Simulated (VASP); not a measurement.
Set up this calculation in VASP 6.6.1, as the native input.

```
Task                   : single point
Functional             : PBE
Potentials or basis    : VASP PAW PBE potentials, release 64 (Zr_sv, Al, N)
Cutoff                 : 520 eV
k mesh                 : 4 × 4 × 4
Occupations            : gaussian, width 0.1 eV
Spin                   : no spin polarisation
Dipole correction      : no
Further INCAR settings : ALGO = Normal; EDIFF = 1e-06; NBANDS = 30
```

The structure of Zr2AlN3 lies in POSCAR:

```
Zr2AlN3
1.0
    4.0489452900      0.0000000000      0.0000000000
    0.0000000000      4.0489452900      0.0000000000
    0.0000000000      0.0000000000      5.8143015100
Zr Al N
2 1 3
Direct
    0.5000000000      0.0000000000      0.4032978600
    0.0000000000      0.5000000000      0.4032978600
    0.5000000000      0.5000000000      0.2270430800
    0.0000000000      0.0000000000      0.8805363100
    0.5000000000      0.5000000000      0.8997843900
    0.5000000000      0.5000000000      0.6147806300
```

The input as run:

INCAR

```
SYSTEM = Zr2AlN3
PREC = Accurate
ENCUT = 520
EDIFF = 1E-6
ISMEAR = 0
SIGMA = 0.1
LREAL = .False.
LASPH = .True.
NELM = 60
ALGO = Normal
ISIF = 2
LWAVE = .False.
LCHARG = .True.
GGA = PE
LELF = .True.
LVHAR = .True.
NBANDS = 30
```

KPOINTS

```
Automatic mesh
0
Gamma
  4 4 4
  0 0 0
```

Potentials or basis: VASP PAW PBE potentials, release 64 (Zr_sv, Al, N).

Run with:

```console
$ cat potpaw_PBE.64/Zr_sv/POTCAR potpaw_PBE.64/Al/POTCAR potpaw_PBE.64/N/POTCAR > POTCAR
$ mpirun -np 1 vasp_std > vasp.out
```

It gave:

- Pressure: 19.2 GPa
- Largest force: 10.971 eV/Å
- Band gap on the k mesh: zero (band 21 reaches 6.34 eV, above the bottom of band 22 at 5.54 eV)

Caveat: the k points lie up to 0.39 Å⁻¹ apart; forces of over 1 eV/Å act on the atoms, so gaps and moduli don't describe the material at rest.

Run time: 32 s on 1 thread of Intel(R) Xeon(R) 6975P-C (Granite Rapids), with other jobs on the host, peak memory 0.21 GiB.
